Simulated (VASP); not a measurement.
Wanted: the native input for a VASP 6.6.1 run.

| Quantity | Value |
| --- | --- |
| Task | relaxation of cell and atoms |
| Functional | PBE |
| Potentials or basis | VASP PAW PBE potentials, release 64 (Al, B, N) |
| Cutoff | 600 eV |
| k mesh | 4 × 4 × 6 |
| Occupations | gaussian, width 0.1 eV |
| Spin | no spin polarisation |
| Dipole correction | no |
| Further INCAR settings | ALGO = Normal; EDIFF = 1e-06; IBRION = 2; EDIFFG = -0.04; NSW = 90; ISIF = 3 |

The structure of Al3BN2 lies in POSCAR:

```
Al3BN2
1.0
    3.2695105000     -3.5089674400      0.0000000000
    3.2695105000      3.5089674400      0.0000000000
    0.0000000000      0.0000000000      3.5287367300
Al B N
3 1 2
Direct
    0.0000000000      0.0000000000      0.5000000000
    0.8161750700      0.8161750700      0.0000000000
    0.1838249300      0.1838249300      0.0000000000
    0.5000000000      0.5000000000      0.5000000000
    0.1509892300      0.8490107700      0.0000000000
    0.8490107700      0.1509892300      0.0000000000
```

The cell was built from a structure type or drawn by symmetry, and may not be a known phase.

The input as run:

INCAR

```
SYSTEM = Al3BN2
  ALGO = Normal
  EDIFF = 1E-6
  EDIFFG = -0.04
  ENCUT = 600
  GGA = PE
  IBRION = 2
  ISIF = 3
  ISMEAR = 0
  LASPH = .TRUE.
  LCHARG = .FALSE.
  LREAL = .FALSE.
  LWAVE = .FALSE.
  NELM = 80
  NSW = 90
  PREC = Accurate
  SIGMA = 0.1
```

KPOINTS

```
k-points
0
G
  4 4 6
  0 0 0
```

Potentials or basis: VASP PAW PBE potentials, release 64 (Al, B, N).

The run is started by

```sh
$ cat potpaw_PBE.64/Al/POTCAR potpaw_PBE.64/B/POTCAR potpaw_PBE.64/N/POTCAR > POTCAR
$ mpirun -np 1 vasp_std > vasp.out
```

It gave:

```
Relaxed volume                        : 11.06 Å³/atom
Relaxed cell                          : a = 4.229 Å, b = 4.229 Å, c = 3.736 Å, α = 90.00°, β = 90.00°, γ = 96.76°
Space group after relaxing (to 0.1 Å) : Cmmm (No. 65)
Energy gained by relaxing             : 1762.9 meV/atom
Ionic steps                           : 27
Pressure after relaxing               : 0.1 GPa
Largest force after relaxing          : 0.017 eV/Å
Band gap on the k mesh                : zero (bands 11 and 12 overlap by 1.44 eV)
```

Caveat: the volume moved by over 15 % at a fixed basis, so the end points are rough.

Wall time 5.5 min on 1 thread of Intel(R) Xeon(R) 6975P-C (Granite Rapids) (shared host), peak memory 0.22 GiB.
